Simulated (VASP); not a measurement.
Write the native input for VASP 6.6.1 that does the following.

```yaml
Task: single point
Functional: r2SCAN
Potentials_or_basis: VASP PAW PBE potentials, release 64 (Li_sv, Cs_sv, As, Ga_d)
Cutoff: 520 eV
k_mesh: 6 × 6 × 6
Occupations: gaussian, width 0.0201 eV
Spin: no spin polarisation
Dipole_correction: no
Further_INCAR_settings: ALGO = Normal; EDIFF = 1e-06; NBANDS = 43
```

The system is Cs2LiGaAs6.

```
Li Cs As Ga
1.0
     3.44524    5.96732    0.00000
    -3.44524    5.96732    0.00000
     0.00000    0.00000    5.60809
Li Cs As Ga
1 2 6 1
Cartesian
  0.0000 0.0000 2.8040
  0.0000 3.9778 1.5136
  -0.0003 7.9562 4.0945
  -0.0014 1.6589 4.2722
  2.0093 5.1367 4.2722
  -2.0079 5.1391 4.2722
  -2.0079 6.7956 1.3358
  -0.0014 10.2757 1.3358
  2.0093 6.7980 1.3358
  0.0000 0.0000 0.0000
```

These files were run (other wordings do the same):

POSCAR

```
Cs2LiGaAs6
1.0
    3.4452370000      5.9673220000      0.0000000000
   -3.4452370000      5.9673220000      0.0000000000
    0.0000000000      0.0000000000      5.6080890000
Li Cs As Ga
1 2 6 1
Direct
    0.0000000000      0.0000000000      0.5000000000
    0.3333000000      0.3333000000      0.2699000000
    0.6666000000      0.6667000000      0.7301000000
    0.1388000000      0.1392000000      0.7618000000
    0.7220000000      0.1388000000      0.7618000000
    0.1392000000      0.7220000000      0.7618000000
    0.2780000000      0.8608000000      0.2382000000
    0.8608000000      0.8612000000      0.2382000000
    0.8612000000      0.2780000000      0.2382000000
    0.0000000000      0.0000000000      0.0000000000
```

INCAR.step1

```
  PREC = Accurate
  ENCUT = 520
  ISMEAR = 0
  SIGMA = 0.0201
  LREAL = False
  LASPH = True
  NELM = 60
  NBANDS = 43
  GGA = PE
  ALGO = Normal
  EDIFF = 1E-4
  LWAVE = True
  LCHARG = False
  KPAR = 2
```

INCAR.step2

```
  PREC = Accurate
  ENCUT = 520
  EDIFF = 1E-6
  ISMEAR = 0
  SIGMA = 0.0201
  LREAL = False
  LASPH = True
  NELM = 60
  ALGO = Normal
  ISIF = 2
  LWAVE = False
  LCHARG = True
  METAGGA = R2SCAN
  LMIXTAU = True
  LVHAR = True
  NBANDS = 43
  ISTART = 1
  KPAR = 2
```

KPOINTS

```
Automatic mesh
0
Gamma
  6 6 6
```

Potentials or basis: VASP PAW PBE potentials, release 64 (Li_sv, Cs_sv, As, Ga_d).

Command:

```sh
$ cat potpaw_PBE.64/Li_sv/POTCAR potpaw_PBE.64/Cs_sv/POTCAR potpaw_PBE.64/As/POTCAR potpaw_PBE.64/Ga_d/POTCAR > POTCAR
$ cp INCAR.step1 INCAR
$ mpirun -np 2 vasp_std > vasp.out
$ cp INCAR.step2 INCAR
$ mpirun -np 2 vasp_std > vasp.out
```

It gave:

```json
{
 "Largest force": "5.726 eV/Å",
 "Band gap on the k mesh": "zero (bands 32 and 33 overlap by 1.04 eV)"
}
```

Caveat: the PAW data sets were made with another functional, which shifts forces and pressure a little; spin-orbit coupling is left out, which moves the levels of the heavy elements.

Run time: 23 min on 2 MPI ranks on Intel(R) Xeon(R) 6975P-C (Granite Rapids), on a shared host, peak memory 0.78 GiB a rank.
